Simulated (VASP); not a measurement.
# SiC8 in VASP: single point with PBE+D3(BJ)

Aim: the single point of SiC8 with PBE+D3(BJ).

All numbers are computed with VASP 6.6.1; they aren't measurements. Logs are shortened: lines on timing, memory, paths and dates and some standing lists are left out, and cuts for length are marked.

## Step 1: The cell of the first run

The cell holds a slab with vacuum, 9 atoms: a = 4.931 Å, b = 4.931 Å, c = 15.500 Å, α = 90.00°, β = 90.00°, γ = 120.00°.

## Step 2: Single point, PBE+D3(BJ), collinear spin, ferromagnetic start

INCAR reads:

```
PREC = Accurate ; ENCUT = 520
EDIFF = 1E-6 ; ISMEAR = 0
SIGMA = 0.1 ; LREAL = False
LASPH = True ; NELM = 150
ALGO = Normal ; ISIF = 2
LWAVE = False ; LCHARG = True
ISPIN = 2 ; MAGMOM = 0 0 0 0 0 0 0 0 2
LORBIT = 11 ; LDIPOL = True
IDIPOL = 3 ; DIPOL = 0.5 0.5 0.274
GGA = PE ; IVDW = 12
LELF = True ; LVHAR = True
LVACPOTAV = True ; NBANDS = 32
```

KPOINTS reads:

```
regular mesh
0
Gamma
  6 6 1
```

POSCAR reads:

```
SiC8
1.0
    4.9313048819      0.0000000000      0.0000000000
   -2.4656524409      4.2706353015      0.0000000000
    0.0000000000      0.0000000000     15.5000331942
C Si
8 1
Direct
    0.3333333333      0.1666666667      0.2580661050
    0.3333333333      0.6666666667      0.2580661050
    0.8333333333      0.1666666667      0.2580661050
    0.8333333333      0.6666666667      0.2580661050
    0.1666666667      0.3333333333      0.2580639635
    0.1666666667      0.8333333333      0.2580639635
    0.6666666667      0.3333333333      0.2580639635
    0.6666666667      0.8333333333      0.2580639635
    0.3333333333      0.1666666667      0.4035381364
```

Potentials or basis: VASP PAW PBE potentials, release 64 (C, Si).

Run with:

```console
> cat potpaw_PBE.64/C/POTCAR potpaw_PBE.64/Si/POTCAR > POTCAR
> mpirun -np 1 vasp_std > vasp.out
```

OUTCAR:

```text
PREC = Accurate
   ENCUT = 520
   EDIFF = 1E-6
   ISMEAR = 0
   LREAL = False
   LASPH = True
   NELM = 150
   ISIF = 2
   ISPIN = 2
   LORBIT = 11
   GGA = PE
   IVDW = 12
 IVDW          = 12

 ion  position               nearest neighbor table
   1  0.333  0.167  0.258-   5 1.42   6 1.42   7 1.42   9 2.25
   2  0.333  0.667  0.258-   6 1.42   5 1.42   8 1.42
   3  0.833  0.167  0.258-   7 1.42   8 1.42   5 1.42
   4  0.833  0.667  0.258-   8 1.42   7 1.42   6 1.42
   5  0.167  0.333  0.258-   1 1.42   2 1.42   3 1.42
   6  0.167  0.833  0.258-   2 1.42   1 1.42   4 1.42
   7  0.667  0.333  0.258-   3 1.42   4 1.42   1 1.42
   8  0.667  0.833  0.258-   4 1.42   3 1.42   2 1.42
   9  0.333  0.167  0.404-   1 2.25

  LATTYP: Found a hexagonal cell.
 ALAT       =     4.9313048819
 C/A-ratio  =     3.1431910144

  Lattice vectors:

 A1 = (   4.9313048819,   0.0000000000,   0.0000000000)
 A2 = (  -2.4656524409,   4.2706353015,   0.0000000000)
 A3 = (   0.0000000000,   0.0000000000,  15.5000331942)

Analysis of symmetry for initial positions (statically):
=====================================================================
 Subroutine PRICEL returns:
 Original cell was already a primitive cell.

 Routine SETGRP: Setting up the symmetry group for a
 hexagonal supercell.

 Subroutine GETGRP returns: Found  6 space group operations
 (whereof  2 operations were pure point group operations)
 out of a pool of 24 trial point group operations.

The static configuration has the point symmetry C_1h.
 The point group associated with its full space group is C_3v.

Analysis of symmetry for dynamics (positions and initial velocities):
=====================================================================
 Subroutine PRICEL returns:
 Original cell was already a primitive cell.

 Routine SETGRP: Setting up the symmetry group for a
 hexagonal supercell.

 Subroutine GETGRP returns: Found  6 space group operations
 (whereof  2 operations were pure point group operations)
 out of a pool of 24 trial point group operations.

The dynamic configuration has the point symmetry C_1h.
 The point group associated with its full space group is C_3v.

Analysis of structural, dynamic, and magnetic symmetry:
=====================================================================
 Subroutine PRICEL returns:
 Original cell was already a primitive cell.

 Routine SETGRP: Setting up the symmetry group for a
 hexagonal supercell.

 Subroutine GETGRP returns: Found  6 space group operations
 (whereof  2 operations were pure point group operations)
 out of a pool of 24 trial point group operations.

The overall configuration has the point symmetry C_1h.
 The point group associated with its full space group is C_3v.

 Subroutine INISYM returns: Found  6 space group operations
 (whereof  2 operations are pure point group operations),
 and found     1 'primitive' translations

----------------------------------------------------------------------------------------

                                     Primitive cell

  volume of cell :     326.4277

  direct lattice vectors                    reciprocal lattice vectors
     4.931304882  0.000000000  0.000000000     0.202786083  0.117078599  0.000000000
    -2.465652441  4.270635301  0.000000000     0.000000000  0.234157199  0.000000000
     0.000000000  0.000000000 15.500033194     0.000000000  0.000000000  0.064515991

  length of vectors
     4.931304882  4.931304882 15.500033194     0.234157199  0.234157199  0.064515991

  position of ions in fractional coordinates (direct lattice)
     0.333333333  0.166666667  0.258066105
     0.333333333  0.666666667  0.258066105
     0.833333333  0.166666667  0.258066105
     0.833333333  0.666666667  0.258066105
     0.166666667  0.333333333  0.258063963
     0.166666667  0.833333333  0.258063963
     0.666666667  0.333333333  0.258063963
     0.666666667  0.833333333  0.258063963
[... 56 lines left out ...]
   NGXF,Y,Z  is equivalent  to a cutoff of  26.97, 26.97, 25.74 a.u.
 SYSTEM =  unknown system
   PREC   = accura    normal or accurate (medium, high low for compatibility)
   ISTART =      0    job   : 0-new  1-cont  2-samecut
   ICHARG =      2    charge: 1-file 2-atom 10-const
   ISPIN  =      2    spin polarized calculation?
   LNONCOLLINEAR =      F non collinear calculations
   LSORBIT =      F    spin-orbit coupling
   LASPH  =      T    aspherical Exc in radial PAW
   ENCUT  =  520.0 eV  38.22 Ry    6.18 a.u.   9.17  9.17 28.82*2*pi/ulx,y,z
   NELM   =    150;   NELMIN=  2; NELMDL= -5     # of ELM steps
   EDIFF  = 0.1E-05   stopping-criterion for ELM
   LREAL  =      F    real-space projection
   EDIFFG = 0.1E-04   stopping-criterion for IOM
   NSW    =      0    number of steps for IOM
   IBRION =     -1    ionic relax: 0-MD 1-quasi-New 2-CG
   NFREE  =      0    steps in history (QN), initial steepest desc. (CG)
   ISIF   =      2    stress and relaxation
   ISYM   =      2    0-nonsym 1-usesym 2-fastsym
   POTIM  = 0.5000    time-step for ionic-motion
   TEBEG  =    0.0;   TEEND  =   0.0 temperature during run
   PSTRESS=    0.0 pullay stress
   NELECT =      36.0000    total number of electrons
   NUPDOWN=      -1.0000    fix difference up-down
   EMIN   =  10.00;   EMAX   =-10.00  energy-range for DOS
   EFERMI =   0.00;   METHOD = LEGACY
   ISMEAR =     0;   SIGMA  =   0.10  broadening in eV -4-tet -1-fermi 0-gaus
   EFERMI_NEDOS =   21; number of points for ismear=-14 and -15
   IALGO  =     38    algorithm
   IMIX   =      4    mixing-type and parameters
     AMIX     =   0.40;   BMIX     =  1.00
     AMIX_MAG =   1.60;   BMIX_MAG =  1.00
  volume/ion in A,a.u.               =      36.27       244.76
  Fermi-wavevector in a.u.,A,eV,Ry     =   0.785079  1.483584  8.385937  0.616349
  Thomas-Fermi vector in A             =   1.889342
   LORBIT       =     11    0 simple, 1 ext, 2 COOP (PROOUT), +10 PAW based schemes
   GGA     = PE    functional components
   LHFCALC =     F    Hartree Fock is set to
   AEXX    =    0.0000 exact exchange contribution
   IVDW    =    12    specifies the selected vdW correction
   LEPSILON=     F    determine dielectric tensor
   LRPA    =     F    only Hartree local field effects (RPA)
 spin polarized calculation
 Gauss-broadening in eV      SIGMA  =   0.10
  energy-cutoff  :      520.00
  volume of cell :      326.43
 maximum number of plane-waves:      8828
 NGX is ok and might be reduce to    40
   NGX = 19   NGY = 19   NGZ = 57

 dipolmoment           0.000000      0.000000     -0.005100 electrons x Angstroem

 number of electron      35.9999996 magnetization       1.6964188

 dipolmoment           0.000000      0.000000      0.021182 electrons x Angstroem

 Free energy of the ion-electron system (eV)
  ---------------------------------------------------
  ext. energy  EPLUGINS =         0.00000000
  ---------------------------------------------------
  free energy    TOTEN  =       -75.14999492 eV

  energy without entropy =      -75.13414557  energy(sigma->0) =      -75.14207024

 E-fermi :  -1.0613     XC(G=0):  -3.6507

 val. band max:       -1.0823372040   @ k =   0.3333   0.3333   0.0000
 cond. band min:      -1.0385333536   @ k =   0.3333  -0.0000   0.0000
 fundamental gap:      0.0438038504
 Fermi energy:        -1.0613078991

 spin component 1

 k-point     1 :       0.0000    0.0000    0.0000
  band No.  band energies     occupation
      1     -21.4996      1.00000
      2     -16.4291      1.00000
      3     -16.1551      1.00000
      4     -16.1551      1.00000
      5     -15.1618      1.00000
      6     -15.1618      1.00000
[... 220 lines left out ...]
     29       4.6949      0.00000
     30       5.4445      0.00000
 Fermi energy:        -1.0613078991

 spin component 2

 k-point     1 :       0.0000    0.0000    0.0000
  band No.  band energies     occupation
      1     -21.4399      1.00000
      2     -16.3684      1.00000
      3     -16.0964      1.00000
      4     -16.0964      1.00000
      5     -15.1045      1.00000
      6     -15.1045      1.00000
[... 220 lines left out ...]
     29       5.0120      0.00000
     30       5.6345      0.00000
 [bands above 30 left out]

------------------------ aborting loop because EDIFF is reached ----------------------------------------

 Edisp (eV)   -1.02530

 E8    (eV) :    -0.3427

  FORCE on cell =-STRESS in cart. coord.  units (eV):
  Direction    XX          YY          ZZ          XY          YZ          ZX
  --------------------------------------------------------------------------------------
  -------------------------------------------------------------------------------------
  Total       2.80093     2.80093    -0.09733     0.00000    -0.00000     0.00000
  in kB      13.74759    13.74759    -0.47773     0.00000    -0.00000     0.00000
  external pressure =        9.01 kB  Pullay stress =        0.00 kB

 VOLUME and BASIS-vectors are now :
 -----------------------------------------------------------------------------
  energy-cutoff  :      520.00
  volume of cell :      326.43
      direct lattice vectors                 reciprocal lattice vectors
     4.931304882  0.000000000  0.000000000     0.202786083  0.117078599  0.000000000
    -2.465652441  4.270635301  0.000000000     0.000000000  0.234157199  0.000000000
     0.000000000  0.000000000 15.500033194     0.000000000  0.000000000  0.064515991

 POSITION                                       TOTAL-FORCE (eV/Angst)
 -----------------------------------------------------------------------------------
      1.23283      0.71177      4.00003         0.000000      0.000000      0.259772
     -0.00000      2.84709      4.00003         0.232031      0.133963     -0.187180
      3.69848      0.71177      4.00003        -0.000000     -0.267926     -0.187180
      2.46565      2.84709      4.00003        -0.232031      0.133963     -0.187180
      0.00000      1.42355      4.00000        -0.634056      0.366072      0.182163
     -1.23283      3.55886      4.00000        -0.000000     -0.732145      0.182163
      2.46565      1.42355      4.00000         0.634056      0.366072      0.182163
      1.23283      3.55886      4.00000         0.000000     -0.000000     -0.227179
      1.23283      0.71177      6.25485         0.000000      0.000000     -0.017543
 -----------------------------------------------------------------------------------
    total drift:                               -0.000000      0.000000     -0.000135

  FREE ENERGIE OF THE ION-ELECTRON SYSTEM (eV)
  ---------------------------------------------------
  free  energy   TOTEN  =       -76.1752966250 eV

  energy  without entropy=      -76.1594472771  energy(sigma->0) =      -76.16737195

 vacuum level on the upper side and lower side of the slab         2.697         2.515

 total charge

# of ion       s       p       d       tot
------------------------------------------
    1        0.863   1.807   0.000   2.671
    2        0.860   1.795   0.000   2.655
    3        0.860   1.795   0.000   2.655
    4        0.860   1.795   0.000   2.655
    5        0.864   1.783   0.000   2.647
    6        0.864   1.783   0.000   2.647
    7        0.864   1.783   0.000   2.647
    8        0.863   1.783   0.000   2.645
    9        0.950   0.573   0.000   1.523
--------------------------------------------------
tot          7.846  14.899   0.000  22.745

 magnetization (x)

# of ion       s       p       d       tot
------------------------------------------
    1        0.001   0.015   0.000   0.016
    2        0.004   0.053   0.000   0.057
    3        0.004   0.053   0.000   0.057
    4        0.004   0.053   0.000   0.057
    5       -0.000  -0.007   0.000  -0.007
    6       -0.000  -0.007   0.000  -0.007
    7       -0.000  -0.007   0.000  -0.007
    8       -0.000   0.005   0.000   0.005
    9        0.009   0.403   0.000   0.412
--------------------------------------------------
tot          0.019   0.562   0.000   0.581
```

It took 7 min on 1 thread of Intel Xeon 6975P-C, shared host; peak memory 0.64 GiB.

Results:

```
Free energy                                           : -76.1753 eV
Largest force                                         : 0.754 eV/Å
Net moment                                            : 1.70 μB per cell
Site moments                                          : C +0.02, +0.06, -0.01, +0.01; Si +0.41 μB
Valence electrons inside the program's atomic spheres : C 2.67, 2.65; Si 1.52
Dispersion energy per atom                            : -0.114 eV
```

Forces in eV/Å, atoms in the order of the input:
```
C    0.000  0.000  0.260
C    0.232  0.134 -0.187
C    0.000 -0.268 -0.187
C   -0.232  0.134 -0.187
C   -0.634  0.366  0.182
C    0.000 -0.732  0.182
C    0.634  0.366  0.182
C    0.000  0.000 -0.227
Si   0.000  0.000 -0.018
```

Levels at points of the mesh, in eV from the Fermi level:
Spin up:
```csv
k point,band 16,band 17,band 18,band 19,band 20,band 21,band 22,band 23
"(0.00, 0.00, 0.00)",-3.42,-3.42,-0.62,-0.62,0.14,1.70,1.80,1.80
"(0.50, 0.00, 0.00)",-3.93,-3.84,-0.80,0.16,1.14,1.97,2.30,4.74
```
Spin down:
```tsv
k point	band 13	band 14	band 15	band 16	band 17	band 18	band 19	band 20	band 21	band 22
(0.00, 0.00, 0.00)	-3.82	-3.82	-3.50	-3.23	-3.23	0.17	0.17	0.29	2.03	2.69
(0.50, 0.00, 0.00)	-5.94	-5.72	-4.82	-3.70	-3.57	0.44	1.38	1.38	2.34	2.66
```
